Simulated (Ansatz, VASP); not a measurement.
**BN: VASP beside Ansatz**

```
B N
1.0
     0.00000    1.87702    1.87702
     1.87702    0.00000    1.87702
     1.87702    1.87702    0.00000
B N
1 1
Direct
  0.00000 0.00000 0.00000
  0.25000 0.25000 0.25000
```

Change from the starting cell: hydrostatic strain +4.0%.

Alike in both runs: task single point; functional r2SCAN; k mesh 12 × 12 × 12; no spin polarisation.

|  | VASP | Ansatz |
| --- | --- | --- |
| version | VASP 6.6.1 | Ansatz 0.2.0 |
| potentials or method | VASP PAW PBE potentials, release 64 (B, N) | plane waves, PAW |
| plane-wave cutoff (eV) | 520 | 500 |
| occupations | gaussian, width 0.01 eV | fixed |
| valence electrons in the cell | 8 | 8 |

VASP gave:

```
gap on the k mesh at the Fermi level (eV) : 4.83
pressure (GPa)                            : -36.4
```

Estimate Ansatz's values.

gap on the k mesh at the Fermi level (eV): 4.84; pressure (GPa): -37.1.

VASP's potentials were made for PBE, not for r2SCAN. Both programs put the cell under strong tension, so it lies far from rest at this level.

Noted on VASP's run: the cell as given lies far from equilibrium.
